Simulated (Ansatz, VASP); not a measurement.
**Two plane-wave programs on TePt**

Contents of INCAR:

```
SYSTEM = TePt
ALGO = Normal ; EDIFF = 1E-7
ENCUT = 520 ; GGA = PS
ISIF = 2 ; ISMEAR = 0
LASPH = .True. ; LCHARG = .False.
LREAL = .False. ; LWAVE = .False.
NBANDS = 24 ; NELM = 100
PREC = Accurate ; SIGMA = 0.1
```

File KPOINTS:

```
k-points
0
Gamma
  12 12 10
  0 0 0
```

The input POSCAR:

```
TePt
1.0
    4.2231471745      0.0000000000      0.0000000000
   -2.1115735872      3.6573527370      0.0000000000
    0.0000000000      0.0000000000      5.5970657528
Te Pt
2 2
Direct
    0.3333333333      0.6666666667      0.2500000000
    0.6666666667      0.3333333333      0.7500000000
    0.0000000000      0.0000000000      0.0000000000
    0.0000000000      0.0000000000      0.5000000000
```

Input for Ansatz:

```yaml
crystal:
  lattice:
    - [4.2231471745, 0.0, 0.0]
    - [-2.1115735872, 3.657352737, 0.0]
    - [0.0, 0.0, 5.5970657528]
  atoms:
    - { symbol: Te, position: [0.3333333333, 0.6666666667, 0.25] }
    - { symbol: Te, position: [0.6666666667, 0.3333333333, 0.75] }
    - { symbol: Pt, position: [0.0, 0.0, 0.0] }
    - { symbol: Pt, position: [0.0, 0.0, 0.5] }
basis:
  ecutwfc: 420
kpoints:
  mp_grid: { grid: [12, 12, 10] }
hamiltonian:
  xc: pbesol
scf:
  occupations: { method: gaussian, width: 0.1 }
output:
  forces: true
  stress: true
  eigenvalues: true
```

Change from the starting cell: strain along c alone, the other axes held, atoms relaxed: +1.0 %.

Alike in both runs: task single point; functional PBEsol; k mesh 12 × 12 × 10; occupations gaussian, width 0.1 eV; no spin polarisation.

|  | VASP | Ansatz |
| --- | --- | --- |
| version | VASP 6.6.1 | Ansatz 0.2.0 |
| potentials or method | VASP PAW PBE potentials, release 64 (Te, Pt), cutoff 520 eV | scalar-relativistic, plane waves, PAW |
| valence electrons in the cell | 32 | 68 |

VASP gave:

* gap on the k mesh at the Fermi level (eV): none
* pressure (GPa): -1.5
* traceless stress, the component that is largest in VASP (GPa): -0.89

Question: What did Ansatz give for the same quantities?

Answer: gap on the k mesh at the Fermi level (eV): none; pressure (GPa): -1.4; traceless stress, the component that is largest in VASP (GPa): -0.89.

VASP's potentials were made for PBE, not for PBEsol. A gap of «none» marks a metal or a gap that the smearing closes. VASP's potentials hold 32 valence electrons a cell and Ansatz's 68, so a difference there can come from the potentials and not from the codes.

Neither program's run includes spin-orbit coupling.
